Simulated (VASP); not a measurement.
# LiCl (P6_3mc) in VASP: notebook

LiCl is run at these levels: LDA; tasks: single point.

All numbers are computed with VASP 6.6.1; they aren't measurements. Logs are shortened: lines on timing, memory, paths and dates and some standing lists are left out, and cuts for length are marked.

## (1) The cell of the first run

It takes space group P6_3mc (No. 186, hexagonal). The conventional cell has a = 3.866 Å, b = 3.866 Å, c = 6.357 Å, α = 90.00°, β = 90.00°, γ = 120.00°. Li (site symmetry 3m) has 4 Cl at 2.36 to 2.40 Å within 3.1 Å. Within 3.1 Å of Cl (site symmetry 3m) lie 4 Li at 2.36 to 2.40 Å.

## (2) Single point, LDA (strain -0.0150 x Voigt [1, 1, 0, 0, 0, 0])

Contents of INCAR:

```
SYSTEM = LiCl
ALGO     = Normal         ! electronic algorithm
EDIFF    = 1E-6           ! SCF threshold, eV
ENCUT    = 520            ! plane-wave cutoff, eV
GGA      = CA             ! functional
ISIF     = 2              ! what is computed and relaxed
ISMEAR   = 0              ! smearing method
LASPH    = .TRUE.         ! aspherical terms in the spheres
LCHARG   = .FALSE.        ! write CHGCAR
LREAL    = .FALSE.        ! projectors in reciprocal space
LWAVE    = .FALSE.        ! write WAVECAR
NBANDS   = 18             ! bands
NELM     = 100            ! most SCF steps
PREC     = Accurate       ! precision mode
SIGMA    = 0.05           ! smearing width, eV
```

Contents of KPOINTS:

```
k-points
0
G
  9 9 4
  0 0 0
```

Contents of POSCAR:

```
LiCl
1.0
    3.8660089752      0.0000000000      0.0000000000
   -1.9330044876      3.3480619838      0.0000000000
    0.0000000000      0.0000000000      6.3571610000
Li Cl
2 2
Direct
    0.6666666667      0.3333333333      0.8760170000
    0.3333333333      0.6666666667      0.3760170000
    0.6666666667      0.3333333333      0.4989840000
    0.3333333333      0.6666666667      0.9989840000
```

Potentials or basis: VASP PAW LDA potentials, release 64 (Li_sv, Cl).

Launch:

```sh
cat potpaw_LDA.64/Li_sv/POTCAR potpaw_LDA.64/Cl/POTCAR > POTCAR
mpirun -np 1 vasp_std > vasp.out
```

OUTCAR:

```text
SYSTEM = LiCl
   EDIFF = 1E-6
   ENCUT = 520
   GGA = CA
   ISIF = 2
   ISMEAR = 0
   LASPH = .TRUE.
   LREAL = .FALSE.
   NELM = 100
   PREC = Accurate

 ion  position               nearest neighbor table
   1  0.667  0.333  0.876-   4 2.36   4 2.36   4 2.36   3 2.40
   2  0.333  0.667  0.376-   3 2.36   3 2.36   3 2.36   4 2.40
   3  0.667  0.333  0.499-   2 2.36   2 2.36   2 2.36   1 2.40
   4  0.333  0.667  0.999-   1 2.36   1 2.36   1 2.36   2 2.40

  LATTYP: Found a hexagonal cell.
 ALAT       =     3.8660089752
 C/A-ratio  =     1.6443730578

  Lattice vectors:

 A1 = (   3.8660089752,   0.0000000000,   0.0000000000)
 A2 = (  -1.9330044876,   3.3480619838,   0.0000000000)
 A3 = (   0.0000000000,   0.0000000000,   6.3571610000)

Analysis of symmetry for initial positions (statically):
=====================================================================
 Subroutine PRICEL returns:
 Original cell was already a primitive cell.

 Routine SETGRP: Setting up the symmetry group for a
 hexagonal supercell.

 Subroutine GETGRP returns: Found 12 space group operations
 (whereof  6 operations were pure point group operations)
 out of a pool of 24 trial point group operations.

The static configuration has the point symmetry C_3v.
 The point group associated with its full space group is C_6v.

Analysis of symmetry for dynamics (positions and initial velocities):
=====================================================================
 Subroutine PRICEL returns:
 Original cell was already a primitive cell.

 Routine SETGRP: Setting up the symmetry group for a
 hexagonal supercell.

 Subroutine GETGRP returns: Found 12 space group operations
 (whereof  6 operations were pure point group operations)
 out of a pool of 24 trial point group operations.

The dynamic configuration has the point symmetry C_3v.
 The point group associated with its full space group is C_6v.

 Subroutine INISYM returns: Found 12 space group operations
 (whereof  6 operations are pure point group operations),
 and found     1 'primitive' translations

----------------------------------------------------------------------------------------

                                     Primitive cell

  volume of cell :      82.2848

  direct lattice vectors                    reciprocal lattice vectors
     3.866008975  0.000000000  0.000000000     0.258664687  0.149340126  0.000000000
    -1.933004488  3.348061984  0.000000000     0.000000000  0.298680253  0.000000000
     0.000000000  0.000000000  6.357161000     0.000000000  0.000000000  0.157302922

  length of vectors
     3.866008975  3.866008975  6.357161000     0.298680253  0.298680253  0.157302922

  position of ions in fractional coordinates (direct lattice)
     0.666666667  0.333333333  0.876017000
     0.333333333  0.666666667  0.376017000
     0.666666667  0.333333333  0.498984000
     0.333333333  0.666666667  0.998984000

  ion indices of the primitive-cell ions
   primitive index   ion index
                 1           1
                 2           2
                 3           3
                 4           4

----------------------------------------------------------------------------------------

 KPOINTS: k-points

Automatic generation of k-mesh.
 Grid dimensions read from file:
 generate k-points for:    9    9    4

 Generating k-lattice:

  Cartesian coordinates                     Fractional coordinates (reciprocal lattice)
     0.028740521  0.016593347  0.000000000     0.111111111  0.000000000  0.000000000
     0.000000000  0.033186695  0.000000000     0.000000000  0.111111111  0.000000000
     0.000000000  0.000000000  0.039325730     0.000000000  0.000000000  0.250000000

  Length of vectors
     0.033186695  0.033186695  0.039325730

  Shift w.r.t. Gamma in fractional coordinates (k-lattice)
     0.000000000  0.000000000  0.000000000

 Subroutine IBZKPT returns following result:
 ===========================================

 Found     36 irreducible k-points:

 Following reciprocal coordinates:
            Coordinates               Weight
  0.000000  0.000000  0.000000      1.000000
  0.111111 -0.000000  0.000000      6.000000
  0.222222  0.000000  0.000000      6.000000
  0.333333  0.000000  0.000000      6.000000
  0.444444  0.000000  0.000000      6.000000
  0.111111  0.111111  0.000000      6.000000
[... 16 lines left out ...]
  0.333333  0.222222  0.250000     24.000000
  0.333333  0.333333  0.250000      4.000000
 [... further k-points ...]
   k-points           NKPTS =     36   k-points in BZ     NKDIM =     36   number of bands    NBANDS=     18
   number of dos      NEDOS =    301   number of ions     NIONS =      4
   total plane-waves  NPLWV =  43200
   dimension x,y,z NGX =    30 NGY =   30 NGZ =   48
   dimension x,y,z NGXF=    60 NGYF=   60 NGZF=   96
   ions per type =               2   2
   NGX,Y,Z   is equivalent  to a cutoff of  12.90, 12.90, 12.55 a.u.
   NGXF,Y,Z  is equivalent  to a cutoff of  25.80, 25.80, 25.10 a.u.
 SYSTEM =  LiCl
   PREC   = accura    normal or accurate (medium, high low for compatibility)
   ISTART =      0    job   : 0-new  1-cont  2-samecut
   ICHARG =      2    charge: 1-file 2-atom 10-const
   ISPIN  =      1    spin polarized calculation?
   LNONCOLLINEAR =      F non collinear calculations
   LSORBIT =      F    spin-orbit coupling
   LASPH  =      T    aspherical Exc in radial PAW
   ENCUT  =  520.0 eV  38.22 Ry    6.18 a.u.   7.19  7.19 11.82*2*pi/ulx,y,z
   NELM   =    100;   NELMIN=  2; NELMDL= -5     # of ELM steps
   EDIFF  = 0.1E-05   stopping-criterion for ELM
   LREAL  =      F    real-space projection
   EDIFFG = 0.1E-04   stopping-criterion for IOM
   NSW    =      0    number of steps for IOM
   IBRION =     -1    ionic relax: 0-MD 1-quasi-New 2-CG
   NFREE  =      0    steps in history (QN), initial steepest desc. (CG)
   ISIF   =      2    stress and relaxation
   ISYM   =      2    0-nonsym 1-usesym 2-fastsym
   POTIM  = 0.5000    time-step for ionic-motion
   TEBEG  =    0.0;   TEEND  =   0.0 temperature during run
   PSTRESS=    0.0 pullay stress
   NELECT =      20.0000    total number of electrons
   NUPDOWN=      -1.0000    fix difference up-down
   EMIN   =  10.00;   EMAX   =-10.00  energy-range for DOS
   EFERMI =   0.00;   METHOD = LEGACY
   ISMEAR =     0;   SIGMA  =   0.05  broadening in eV -4-tet -1-fermi 0-gaus
   EFERMI_NEDOS =   21; number of points for ismear=-14 and -15
   IALGO  =     38    algorithm
   IMIX   =      4    mixing-type and parameters
     AMIX     =   0.40;   BMIX     =  1.00
     AMIX_MAG =   1.60;   BMIX_MAG =  1.00
  volume/ion in A,a.u.               =      20.57       138.82
  Fermi-wavevector in a.u.,A,eV,Ry     =   1.021672  1.930681 14.201957  1.043814
  Thomas-Fermi vector in A             =   2.155310
   LORBIT       =      0    0 simple, 1 ext, 2 COOP (PROOUT), +10 PAW based schemes
   GGA     = CA    functional components
   LHFCALC =     F    Hartree Fock is set to
   AEXX    =    0.0000 exact exchange contribution
   IVDW    =     0    specifies the selected vdW correction
   LEPSILON=     F    determine dielectric tensor
   LRPA    =     F    only Hartree local field effects (RPA)
 non-spin polarized calculation
 Gauss-broadening in eV      SIGMA  =   0.05
  energy-cutoff  :      520.00
  volume of cell :       82.28
 maximum number of plane-waves:      2237
 NGX is ok and might be reduce to    30
   NGX = 15   NGY = 15   NGZ = 23

 number of electron      19.9999979 magnetization

 Free energy of the ion-electron system (eV)
  ---------------------------------------------------
  ext. energy  EPLUGINS =         0.00000000
  ---------------------------------------------------
  free energy    TOTEN  =       -16.00188057 eV

  energy without entropy =      -16.00188057  energy(sigma->0) =      -16.00188057

 E-fermi :  -1.0051     XC(G=0):  -8.1983

 val. band max:       -1.3324907141   @ k =   0.0000   0.0000   0.0000
 cond. band min:       4.2995312776   @ k =   0.0000   0.0000   0.0000
 fundamental gap:      5.6320219916
 Fermi energy:        -1.0051061493

 k-point     1 :       0.0000    0.0000    0.0000
  band No.  band energies     occupation
      1     -43.1764      2.00000
      2     -43.1747      2.00000
      3     -13.9809      2.00000
      4     -13.6802      2.00000
      5      -3.4558      2.00000
      6      -1.6430      2.00000
[... 10 lines left out ...]
     17       9.4026      0.00000
     18       9.4026      0.00000

 k-point     2 :       0.1111   -0.0000    0.0000
  band No.  band energies     occupation
      1     -43.1762      2.00000
      2     -43.1746      2.00000
      3     -13.9511      2.00000
      4     -13.6653      2.00000
      5      -3.3882      2.00000
      6      -1.8485      2.00000
[... 10 lines left out ...]
     17       9.5908      0.00000
     18       9.6526      0.00000

 k-point     3 :       0.2222    0.0000    0.0000
  band No.  band energies     occupation
      1     -43.1757      2.00000
      2     -43.1743      2.00000
      3     -13.8714      2.00000
      4     -13.6292      2.00000
      5      -3.2034      2.00000
      6      -2.3438      2.00000
[... 10 lines left out ...]
     17       9.5307      0.00000
     18      10.2945      0.00000

 k-point     4 :       0.3333    0.0000    0.0000
  band No.  band energies     occupation
      1     -43.1751      2.00000
      2     -43.1741      2.00000
      3     -13.7700      2.00000
      4     -13.5949      2.00000
      5      -3.0619      2.00000
      6      -2.7301      2.00000
[... 375 lines left out ...]
      4     -13.6042      2.00000
      5      -2.9531      2.00000
      6      -2.9384      2.00000
[... 10 lines left out ...]
     17      10.0770      0.00000
     18      10.6640      0.00000

 k-point    23 :       0.3333    0.2222    0.2500
  band No.  band energies     occupation
      1     -43.1744      2.00000
      2     -43.1741      2.00000
      3     -13.6407      2.00000
      4     -13.5931      2.00000
      5      -3.1364      2.00000
      6      -2.8667      2.00000
[... 10 lines left out ...]
     17      10.3873      0.00000
     18      11.0349      0.00000

 k-point    24 :       0.3333    0.3333    0.2500
  band No.  band energies     occupation
      1     -43.1742      2.00000
      2     -43.1742      2.00000
      3     -13.6043      2.00000
      4     -13.6043      2.00000
      5      -3.0750      2.00000
      6      -2.7439      2.00000
[... 10 lines left out ...]
     17      10.6806      0.00000
     18      11.2063      0.00000

 [... further k-points ...]

------------------------ aborting loop because EDIFF is reached ----------------------------------------

  FORCE on cell =-STRESS in cart. coord.  units (eV):
  Direction    XX          YY          ZZ          XY          YZ          ZX
  --------------------------------------------------------------------------------------
  -------------------------------------------------------------------------------------
  Total       -1.0084855     -1.0084855     -1.3799235      0.0000000      0.0000000      0.0000000
  in kB      -19.6363457    -19.6363457    -26.8686612      0.0000000      0.0000000      0.0000000
  external PRESSURE =     -22.0471176 kB  Pullay stress =       0.0000000 kB

 VOLUME and BASIS-vectors are now :
 -----------------------------------------------------------------------------
  energy-cutoff  :      520.00
  volume of cell :       82.28
      direct lattice vectors                 reciprocal lattice vectors
     3.866008975  0.000000000  0.000000000     0.258664687  0.149340126  0.000000000
    -1.933004488  3.348061984  0.000000000     0.000000000  0.298680253  0.000000000
     0.000000000  0.000000000  6.357161000     0.000000000  0.000000000  0.157302922

 POSITION                                       TOTAL-FORCE (eV/Angst)
 -----------------------------------------------------------------------------------
      1.93300      1.11602      5.56898        -0.000000     -0.000000     -0.016916
     -0.00000      2.23204      2.39040        -0.000000      0.000000     -0.016916
      1.93300      1.11602      3.17212        -0.000000      0.000000      0.016916
     -0.00000      2.23204      6.35070         0.000000      0.000000      0.016916
 -----------------------------------------------------------------------------------
    total drift:                                0.000000      0.000000      0.000275

  FREE ENERGIE OF THE ION-ELECTRON SYSTEM (eV)
  ---------------------------------------------------
  free  energy   TOTEN  =       -16.0018805707 eV

  energy  without entropy=      -16.0018805707  energy(sigma->0) =      -16.00188057
```

Run time: 22 s. Hardware: 1 thread of Intel Xeon 6975P-C (Granite Rapids), shared host; peak memory 0.18 GiB.

Results:

* Free energy: -16.0019 eV
* Largest force: 0.017 eV/Å
* Band gap on the k mesh: 5.63 eV

Forces in eV/Å, atoms in the order of the input:
```
Li   0.000  0.000 -0.017
Li   0.000  0.000 -0.017
Cl   0.000  0.000  0.017
Cl   0.000  0.000  0.017
```

Caveat: the cell differs from its parent crystal (strain -0.0150 x Voigt [1, 1, 0, 0, 0, 0]); the cutoff is under 1.25 times the usual one of these potentials, so pressure, stress and relaxed cells hold a basis-set (Pulay) error; an odd mesh through Γ misses points on the zone boundary, where band edges can lie.

## (3) Single point, LDA

Contents of INCAR:

```
PREC = Accurate ; ENCUT = 520
EDIFF = 1E-6 ; ISMEAR = -4
SIGMA = 0.05 ; LREAL = False
LASPH = True ; NELM = 100
ALGO = Normal ; ISIF = 2
LWAVE = False ; LCHARG = False
GGA = CA ; NBANDS = 18
```

Contents of KPOINTS:

```
regular mesh
0
Gamma
  9 9 4
```

POSCAR is that of step 2.

Potentials or basis: VASP PAW LDA potentials, release 64 (Li_sv, Cl).

Launch:

```sh
cat potpaw_LDA.64/Li_sv/POTCAR potpaw_LDA.64/Cl/POTCAR > POTCAR
mpirun -np 1 vasp_std > vasp.out
```

OUTCAR:

```text
PREC = Accurate
   ENCUT = 520
   EDIFF = 1E-6
   ISMEAR = -4
   LREAL = False
   LASPH = True
   NELM = 100
   ISIF = 2
   GGA = CA

 ion  position               nearest neighbor table
   1  0.667  0.333  0.876-   4 2.36   4 2.36   4 2.36   3 2.40
   2  0.333  0.667  0.376-   3 2.36   3 2.36   3 2.36   4 2.40
   3  0.667  0.333  0.499-   2 2.36   2 2.36   2 2.36   1 2.40
   4  0.333  0.667  0.999-   1 2.36   1 2.36   1 2.36   2 2.40

  LATTYP: Found a hexagonal cell.
 ALAT       =     3.8660089752
 C/A-ratio  =     1.6443730578

  Lattice vectors:

 A1 = (   3.8660089752,   0.0000000000,   0.0000000000)
 A2 = (  -1.9330044876,   3.3480619838,   0.0000000000)
 A3 = (   0.0000000000,   0.0000000000,   6.3571610000)

Analysis of symmetry for initial positions (statically):
=====================================================================
 Subroutine PRICEL returns:
 Original cell was already a primitive cell.

 Routine SETGRP: Setting up the symmetry group for a
 hexagonal supercell.

[... 174 lines left out ...]

 E-fermi :  -1.3307     XC(G=0):  -8.1983

 val. band max:       -1.3324907140   @ k =   0.0000   0.0000   0.0000
 cond. band min:       4.2995312775   @ k =   0.0000   0.0000   0.0000
 fundamental gap:      5.6320219915
 Fermi energy:        -1.3306744522

 k-point     1 :       0.0000    0.0000    0.0000
  band No.  band energies     occupation
      1     -43.1764      2.00000
      2     -43.1747      2.00000
      3     -13.9809      2.00000
      4     -13.6802      2.00000
      5      -3.4558      2.00000
      6      -1.6430      2.00000
[... 481 lines left out ...]
      5      -3.0750      2.00000
      6      -2.7439      2.00000
[... 10 lines left out ...]
     17      10.6806      0.00000
     18      11.2063      0.00000

 [... further k-points ...]

------------------------ aborting loop because EDIFF is reached ----------------------------------------

  FORCE on cell =-STRESS in cart. coord.  units (eV):
  Direction    XX          YY          ZZ          XY          YZ          ZX
  --------------------------------------------------------------------------------------
  -------------------------------------------------------------------------------------
  Total       -1.0084855     -1.0084855     -1.3799235      0.0000000      0.0000000      0.0000000
  in kB      -19.6363458    -19.6363458    -26.8686611      0.0000000      0.0000000      0.0000000
  external PRESSURE =     -22.0471175 kB  Pullay stress =       0.0000000 kB

 VOLUME and BASIS-vectors are now :
 -----------------------------------------------------------------------------
  energy-cutoff  :      520.00
  volume of cell :       82.28
      direct lattice vectors                 reciprocal lattice vectors
     3.866008975  0.000000000  0.000000000     0.258664687  0.149340126  0.000000000
    -1.933004488  3.348061984  0.000000000     0.000000000  0.298680253  0.000000000
     0.000000000  0.000000000  6.357161000     0.000000000  0.000000000  0.157302922

 POSITION                                       TOTAL-FORCE (eV/Angst)
 -----------------------------------------------------------------------------------
      1.93300      1.11602      5.56898         0.000000     -0.000000     -0.016916
     -0.00000      2.23204      2.39040        -0.000000      0.000000     -0.016916
      1.93300      1.11602      3.17212        -0.000000      0.000000      0.016916
     -0.00000      2.23204      6.35070         0.000000     -0.000000      0.016916
 -----------------------------------------------------------------------------------
    total drift:                                0.000000      0.000000      0.000275

  FREE ENERGIE OF THE ION-ELECTRON SYSTEM (eV)
  ---------------------------------------------------
  free  energy   TOTEN  =       -16.0018805707 eV

  energy  without entropy=      -16.0018805707  energy(sigma->0) =      -16.00188057
```

stdout:

```text
POSCAR found type information on POSCAR LiCl
 POSCAR found :  2 types and       4 ions
 scaLAPACK will be used
 LDA part: xc-table for (Slater(with rela. corr.)+CA(PZ))
 , standard interpolation
 POSCAR, INCAR and KPOINTS ok, starting setup
 FFT: planning ... GRIDC
 FFT: planning ... GRID_SOFT
 FFT: planning ... GRID
 WAVECAR not read
 entering main loop
```

It took 24 s on 1 thread of Intel Xeon 6975P-C (Granite Rapids), shared host; peak memory 0.18 GiB.

What came out:

```
Free energy            : -16.0019 eV
Largest force          : 0.017 eV/Å
Band gap on the k mesh : 5.63 eV
```

Forces on the atoms (eV/Å):
```
Li   0.000  0.000 -0.017
Li   0.000  0.000 -0.017
Cl   0.000  0.000  0.017
Cl   0.000  0.000  0.017
```

Caveat: the cutoff is under 1.25 times the usual one of these potentials, so pressure, stress and relaxed cells hold a basis-set (Pulay) error; an odd mesh through Γ misses points on the zone boundary, where band edges can lie.

(Part 1 of 2 ends here.)
